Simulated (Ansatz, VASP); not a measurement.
# TeAs2: VASP beside Ansatz

Contents of INCAR:

```
PREC = Accurate ; ENCUT = 500
EDIFF = 1E-6 ; ISMEAR = 0
SIGMA = 0.4 ; LREAL = False
LASPH = True ; NELM = 120
ALGO = Normal ; ISIF = 2
LWAVE = False ; LCHARG = False
GGA = PS ; NBANDS = 25
GGA_COMPAT = False
```

KPOINTS

```
regular mesh
0
Gamma
  4 4 4
```

File POSCAR:

```
TeAs2
1.0
   -3.5564540000      3.5564540000      2.9405160000
    3.5564540000     -3.5564540000      2.9405160000
    3.5564540000      3.5564540000     -2.9405160000
Te As
2 4
Direct
    0.7500000000      0.2500000000      0.5000000000
    0.0000000000      0.0000000000      0.0000000000
    0.3750000000      0.6250000000      0.2500000000
    0.3750000000      0.1250000000      0.7500000000
    0.3750000000      0.6250000000      0.7500000000
    0.8750000000      0.6250000000      0.2500000000
```

Input for Ansatz:

```yaml
crystal:
  lattice:
    - [-3.556454, 3.556454, 2.940516]
    - [3.556454, -3.556454, 2.940516]
    - [3.556454, 3.556454, -2.940516]
  atoms:
    - { symbol: Te, position: [0.75, 0.25, 0.5] }
    - { symbol: Te, position: [0.0, 0.0, 0.0] }
    - { symbol: As, position: [0.375, 0.625, 0.25] }
    - { symbol: As, position: [0.375, 0.125, 0.75] }
    - { symbol: As, position: [0.375, 0.625, 0.75] }
    - { symbol: As, position: [0.875, 0.625, 0.25] }
basis:
  ecutwfc: 420
kpoints:
  mp_grid: { grid: [4, 4, 4] }
hamiltonian:
  xc: pbesol
scf:
  occupations: { method: gaussian, width: 0.4 }
output:
  forces: true
  stress: true
  eigenvalues: true
```

Alike in both runs: task single point; functional PBEsol; k mesh 4 × 4 × 4; occupations gaussian, width 0.4 eV; no spin polarisation.

|  | VASP | Ansatz |
| --- | --- | --- |
| version | VASP 6.6.1 | Ansatz 0.2.0 |
| potentials or method | VASP PAW PBE potentials, release 64 (Te, As), cutoff 500 eV | scalar-relativistic, plane waves, PAW |
| valence electrons in the cell | 32 | 92 |

```tsv
	VASP	Ansatz	Ansatz less VASP
gap on the k mesh at the Fermi level (eV)	none	none	-
pressure (GPa)	-4.0	-4.1	-0.09
traceless stress, the component that is largest in VASP (GPa)	-1.11	-1.16	-0.050
```

VASP's potentials were made for PBE, not for PBEsol. A gap of «none» marks a metal or a gap that the smearing closes. The functional is the same, so the differences come from potentials, cutoffs and numerics. VASP's potentials hold 32 valence electrons a cell and Ansatz's 92, so a difference there can come from the potentials and not from the codes.

Neither program's run includes spin-orbit coupling.
